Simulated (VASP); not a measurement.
Wanted: the native input for a VASP 6.6.1 run.

```
Task                   : single point
Functional             : PBE
Potentials or basis    : VASP PAW PBE potentials, release 64 (Ti_sv, N)
Cutoff                 : 520 eV
k mesh                 : 20 × 20 × 20
Occupations            : gaussian, width 0.15 eV
Spin                   : collinear spin
Starting moments       : [0.375, 0.0] μB
Fixed moment           : 0.375 μB
Dipole correction      : no
Further INCAR settings : ALGO = Normal; EDIFF = 1e-06; NBANDS = 20
```

The structure of TiN lies in POSCAR:

```
TiN
1.0
    0.0000000000      2.1512702067      2.1512702067
    2.1512702067      0.0000000000      2.1512702067
    2.1512702067      2.1512702067      0.0000000000
Ti N
1 1
Direct
    0.0000000000      0.0000000000      0.0000000000
    0.5000000000      0.5000000000      0.5000000000
```

The input as run:

INCAR

```
PREC     = Accurate       # precision mode
ENCUT    = 520            # plane-wave cutoff, eV
EDIFF    = 1E-6           # SCF threshold, eV
ISMEAR   = 0              # smearing method
SIGMA    = 0.15           # smearing width, eV
LREAL    = F              # projectors in reciprocal space
LASPH    = T              # aspherical terms in the spheres
NELM     = 150            # most SCF steps
ALGO     = Normal         # electronic algorithm
ISIF     = 2              # what is computed and relaxed
LWAVE    = F              # write WAVECAR
LCHARG   = F              # write CHGCAR
ISPIN    = 2              # spin polarisation
MAGMOM   = 0.375 0        # initial moments
LORBIT   = 11             # projections on sites
NUPDOWN  = 0.375          # fixed moment
LMAXMIX  = 4              # l up to which the mixer works
GGA      = PE             # functional
NBANDS   = 20             # bands
```

KPOINTS

```
regular mesh
0
Gamma
  20 20 20
```

Potentials or basis: VASP PAW PBE potentials, release 64 (Ti_sv, N).

Launch:

```console
$ cat potpaw_PBE.64/Ti_sv/POTCAR potpaw_PBE.64/N/POTCAR > POTCAR
$ mpirun -np 1 vasp_std > vasp.out
```

It gave:

| Property | Result |
| --- | --- |
| Pressure | -8.5 GPa |
| Net moment | 0.38 μB per cell |
| Site moments | Ti +0.29; N +0.01 μB |
| Valence electrons inside the program's atomic spheres | Ti 10.30; N 3.73 |

Caveat: the cell stands under tension; the total moment is fixed, so each spin has its own Fermi level and the state may be an excited one.

Wall time 91 s on 1 thread of AMD EPYC 9R45 96-Core Processor (Zen 5), on a shared host, peak memory 0.24 GiB.
